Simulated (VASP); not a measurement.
Wanted: the native input for a VASP 6.6.1 run.

* Task: single point
* Functional: PBEsol
* Potentials or basis: VASP PAW PBE potentials, release 64 (Mg, O)
* Cutoff: 520 eV
* k mesh: 10 × 10 × 10
* Occupations: gaussian, width 0.05 eV
* Spin: no spin polarisation
* Dipole correction: no
* Further INCAR settings: ALGO = Normal; EDIFF = 1e-06; NBANDS = 11

The structure of MgO lies in POSCAR:

```
MgO
1.0
    0.0000000000      2.1351500000      2.1351500000
    2.1351500000      0.0000000000      2.1351500000
    2.1351500000      2.1351500000      0.0000000000
Mg O
1 1
Direct
    0.0000000000      0.0000000000      0.0000000000
    0.5000000000      0.5000000000      0.5041396786
```

This cell differs from its parent crystal: all O atoms moved +0.013 Å, as atom 2 along Cartesian [1 1 0].

The input as run:

INCAR

```
PREC = Accurate ; ENCUT = 520
EDIFF = 1E-6 ; ISMEAR = 0
SIGMA = 0.05 ; LREAL = F
LASPH = T ; NELM = 60
ALGO = Normal ; ISIF = 2
LWAVE = F ; LCHARG = T
GGA = PS ; LELF = T
LVHAR = T ; NBANDS = 11
```

KPOINTS

```
Automatic mesh
0
Gamma
  10 10 10
```

Potentials or basis: VASP PAW PBE potentials, release 64 (Mg, O).

Run with:

```bash
$ cat potpaw_PBE.64/Mg/POTCAR potpaw_PBE.64/O/POTCAR > POTCAR
$ mpirun -np 1 vasp_std > vasp.out
```

It gave:

```
Pressure               : -6.3 GPa
Largest force          : 0.055 eV/Å
Band gap on the k mesh : 4.25 eV, direct
```

Caveat: the cell differs from its parent crystal (all O atoms moved +0.013 Å, as atom 2 along Cartesian [1 1 0]); the PAW data sets were made with another functional, which shifts forces and pressure a little.

Run time: 34 s on 1 thread of Intel(R) Xeon(R) Platinum 8259CL CPU @ 2.50GHz (Skylake/Cascade Lake), with other jobs on the host, peak memory 0.16 GiB.
